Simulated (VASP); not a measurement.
# Mg2Si (Fm-3m) in VASP: further runs, part 2 of 2

VASP 6.6.1. The steps go on from the part before.

**3. Single point, r2SCAN (20.58 Å³/atom)**

This run uses another cell than the first one, of 20.58 Å³/atom.

POSCAR

```
Mg2Si
1.0
    0.0000000000      3.1369512686      3.1369512686
    3.1369512686      0.0000000000      3.1369512686
    3.1369512686      3.1369512686      0.0000000000
Si Mg
1 2
Direct
    0.0000000000      0.0000000000      0.0000000000
    0.2500000000      0.2500000000      0.2500000000
    0.7500000000      0.7500000000      0.7500000000
```

INCAR.step1

```
SYSTEM = Mg2Si
PREC = Accurate
ENCUT = 660
ISMEAR = 0
SIGMA = 0.01
LREAL = .False.
LASPH = .True.
NELM = 120
NBANDS = 11
GGA = PE
ALGO = Normal
EDIFF = 1E-5
LWAVE = .True.
LCHARG = .False.
GGA_COMPAT = .False.
```

INCAR.step2

```
SYSTEM = Mg2Si
PREC = Accurate
ENCUT = 660
EDIFF = 1E-6
ISMEAR = 0
SIGMA = 0.01
LREAL = .False.
LASPH = .True.
NELM = 120
ALGO = Normal
ISIF = 2
LWAVE = .False.
LCHARG = .False.
METAGGA = R2SCAN
LMIXTAU = .True.
NBANDS = 11
ISTART = 1
GGA_COMPAT = .False.
```

KPOINTS

```
Automatic mesh
0
Gamma
  6 6 6
  0 0 0
```

Potentials or basis: VASP PAW PBE potentials, release 64 (Si, Mg).

Started as:

```bash
$ cat potpaw_PBE.64/Si/POTCAR potpaw_PBE.64/Mg/POTCAR > POTCAR
$ cp INCAR.step1 INCAR
$ mpirun -np 1 vasp_std > vasp.out
$ cp INCAR.step2 INCAR
$ mpirun -np 1 vasp_std > vasp.out
```

Run time: 3.2 min. Hardware: 1 thread of Intel Xeon 8259CL, shared host; peak memory 0.26 GiB.

It converged, with:

* Free energy: -17.6620 eV
* Pressure: 1.6 GPa
* Band gap on the k mesh: 0.41 eV (least direct gap 2.49 eV)

Levels at points of the mesh, in eV from the valence-band top:
```
           k point  band 1  band 2  band 3  band 4  band 5  band 6  band 7  band 8
(0.00, 0.00, 0.00)   -9.68    0.00    0.00    0.00    2.69    2.89    2.89    2.89
(0.50, 0.00, 0.00)   -8.13   -5.01   -0.75   -0.75    1.86    2.84    2.84    5.72
(0.50, 0.50, 0.00)   -7.52   -4.64   -2.08   -2.08    0.41    0.80    8.87    8.87
```

Caveat: the structure was generated, so it needn't be the stable form of Mg2Si; semilocal functionals underestimate gaps, and a narrow one can read as zero; the PAW data sets were made with another functional, which shifts forces and pressure a little.

**4. Single point, r2SCAN**

This run uses another cell than the first one, of 21.22 Å³/atom.

POSCAR

```
Mg2Si
1.0
    0.0000000000      3.1689631864      3.1689631864
    3.1689631864      0.0000000000      3.1689631864
    3.1689631864      3.1689631864      0.0000000000
Si Mg
1 2
Direct
    0.0000000000      0.0000000000      0.0000000000
    0.2500000000      0.2500000000      0.2500000000
    0.7500000000      0.7500000000      0.7500000000
```

INCAR.step1 is that of step 3.

INCAR.step2: that of step 3 with these lines changed.

```diff
@@ -12,5 +12,7 @@
 LWAVE = .False.
-LCHARG = .False.
+LCHARG = .True.
 METAGGA = R2SCAN
 LMIXTAU = .True.
+LELF = .True.
+LVHAR = .True.
 NBANDS = 11
```

KPOINTS

```
regular mesh
0
Gamma
  6 6 6
  0 0 0
```

Started as:

```bash
$ cat potpaw_PBE.64/Si/POTCAR potpaw_PBE.64/Mg/POTCAR > POTCAR
$ cp INCAR.step1 INCAR
$ mpirun -np 1 vasp_std > vasp.out
$ cp INCAR.step2 INCAR
$ mpirun -np 1 vasp_std > vasp.out
```

It took 2.2 min on 1 thread of Intel Xeon 8259CL, shared host; peak memory 0.25 GiB.

It converged, with:

```
Free energy            : -17.6694 eV
Pressure               : -0.3 GPa
Band gap on the k mesh : 0.44 eV (least direct gap 2.48 eV)
```

Levels at points of the mesh, in eV from the valence-band top:
| k point | band 2 | band 3 | band 4 | band 5 | band 6 | band 7 |
| --- | --- | --- | --- | --- | --- | --- |
| (0.00, 0.00, 0.00) | 0.00 | 0.00 | 0.00 | 2.50 | 2.84 | 2.84 |
| (0.50, 0.00, 0.00) | -4.92 | -0.74 | -0.74 | 1.74 | 2.82 | 2.82 |
| (0.50, 0.50, 0.00) | -4.56 | -2.04 | -2.04 | 0.44 | 0.75 | 8.69 |

Caveat: the structure was generated, so it needn't be the stable form of Mg2Si; semilocal functionals underestimate gaps, and a narrow one can read as zero; the PAW data sets were made with another functional, which shifts forces and pressure a little.

**5. Single point, r2SCAN (21.85 Å³/atom)**

This run uses another cell than the first one, of 21.85 Å³/atom.

POSCAR

```
Mg2Si
1.0
    0.0000000000      3.2003411002      3.2003411002
    3.2003411002      0.0000000000      3.2003411002
    3.2003411002      3.2003411002      0.0000000000
Si Mg
1 2
Direct
    0.0000000000      0.0000000000      0.0000000000
    0.2500000000      0.2500000000      0.2500000000
    0.7500000000      0.7500000000      0.7500000000
```

INCAR.step1

```
ALGO = Normal
EDIFF = 1E-5
ENCUT = 660
GGA = PE
GGA_COMPAT = F
ISMEAR = 0
LASPH = T
LCHARG = F
LREAL = F
LWAVE = T
NBANDS = 11
NELM = 120
PREC = Accurate
SIGMA = 0.01
```

INCAR.step2

```
ALGO = Normal
EDIFF = 1E-6
ENCUT = 660
GGA_COMPAT = F
ISIF = 2
ISMEAR = 0
ISTART = 1
LASPH = T
LCHARG = F
LMIXTAU = T
LREAL = F
LWAVE = F
METAGGA = R2SCAN
NBANDS = 11
NELM = 120
PREC = Accurate
SIGMA = 0.01
```

KPOINTS

```
k-points
0
Gamma
  6 6 6
```

Started as:

```bash
$ cat potpaw_PBE.64/Si/POTCAR potpaw_PBE.64/Mg/POTCAR > POTCAR
$ cp INCAR.step1 INCAR
$ mpirun -np 1 vasp_std > vasp.out
$ cp INCAR.step2 INCAR
$ mpirun -np 1 vasp_std > vasp.out
```

Run time: 3 min. Hardware: 1 thread of Intel Xeon 8259CL, shared host; peak memory 0.27 GiB.

The run converged. Its results:

| Quantity | Value |
| --- | --- |
| Free energy | -17.6561 eV |
| Pressure | -1.9 GPa |
| Band gap on the k mesh | 0.48 eV (least direct gap 2.31 eV) |

Levels at points of the mesh, in eV from the valence-band top:
```csv
k point,band 2,band 3,band 4,band 5,band 6,band 7
"(0.00, 0.00, 0.00)",0.00,0.00,0.00,2.31,2.79,2.79
"(0.50, 0.00, 0.00)",-4.82,-0.73,-0.73,1.62,2.80,2.80
"(0.50, 0.50, 0.00)",-4.49,-2.00,-2.00,0.48,0.70,8.50
```

Caveat: the structure was generated, so it needn't be the stable form of Mg2Si; semilocal functionals underestimate gaps, and a narrow one can read as zero; the PAW data sets were made with another functional, which shifts forces and pressure a little. A k mesh can miss the band edges.

**6. The runs side by side**

```csv
cell,gap on the mesh (eV),pressure (GPa)
"a = 4.390 Å, angles 60.0°, 3 atoms",0.37,3.8
"a = 4.436 Å, angles 60.0°, 3 atoms",0.41,1.6
"a = 4.482 Å, angles 60.0°, 3 atoms",0.44,-0.3
"a = 4.526 Å, angles 60.0°, 3 atoms",0.48,-1.9
```

Alike in all rows: task single point; level r2SCAN; potentials or basis VASP PAW PBE potentials, release 64 (Si, Mg); no spin polarisation; k mesh 6 × 6 × 6; cutoff (eV) 660; smearing gaussian 0.01 eV.

Caveats: the structure was generated, so it needn't be the stable form of Mg2Si; semilocal functionals underestimate gaps, and a narrow one can read as zero; the PAW data sets were made with another functional, which shifts forces and pressure a little; the cell stands under pressure (at least some runs).

Total energies depend on the potentials used, so only differences within one code and one set of settings carry meaning.
